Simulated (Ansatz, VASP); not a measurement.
**Two plane-wave programs on TiAl**

INCAR

```
PREC = Accurate ; ENCUT = 600
EDIFF = 1E-7 ; ISMEAR = 0
SIGMA = 0.1 ; LREAL = False
LASPH = True ; NELM = 100
ALGO = Normal ; ISIF = 3
LWAVE = False ; LCHARG = False
GGA = PS ; IBRION = 2
NSW = 100 ; EDIFFG = -0.005
```

Contents of KPOINTS:

```
Automatic mesh
0
Gamma
  14 14 10
```

File POSCAR:

```
TiAl
1.0
    2.8107518100      0.0000000000      0.0000000000
    0.0000000000      2.8107518100      0.0000000000
    0.0000000000      0.0000000000      4.0664219200
Ti Al
1 1
Direct
    0.5000000000      0.5000000000      0.5000000000
    0.0000000000      0.0000000000      0.0000000000
```

Input for Ansatz:

```yaml
crystal:
  lattice:
    - [2.81075181, 0.0, 0.0]
    - [0.0, 2.81075181, 0.0]
    - [0.0, 0.0, 4.06642192]
  atoms:
    - { symbol: Ti, position: [0.5, 0.5, 0.5] }
    - { symbol: Al, position: [0.0, 0.0, 0.0] }
basis:
  ecutwfc: 420
kpoints:
  mp_grid: { grid: [14, 14, 10] }
hamiltonian:
  xc: pbesol
scf:
  occupations: { method: gaussian, width: 0.1 }
output:
  forces: true
  stress: true
  eigenvalues: true
relax:
  adjacent_minimum: "off"
  f_tol: 0.005
  max_steps: 80
  cell: { stress_tol: 0.05 }
```

Alike in both runs: task relaxation of cell and atoms; functional PBEsol; k mesh 14 × 14 × 10; occupations gaussian, width 0.1 eV; no spin polarisation.

|  | VASP | Ansatz |
| --- | --- | --- |
| version | VASP 6.6.1 | Ansatz 0.2.0 |
| potentials or method | VASP PAW PBE potentials, release 64 (Ti_sv, Al), cutoff 600 eV | scalar-relativistic, plane waves, PAW |
| valence electrons in the cell | 15 | 15 |

```tsv
	VASP	Ansatz	Ansatz less VASP
gap on the k mesh at the Fermi level, each at its own relaxed structure (eV)	none	none	-
relaxed volume (Å³/atom)	15.78	15.78	-0.001
relaxed cell length with the largest relative difference (Å)	4.043	4.041	-0.0014
```

VASP's potentials were made for PBE, not for PBEsol. A gap of «none» marks a metal or a gap that the smearing closes.
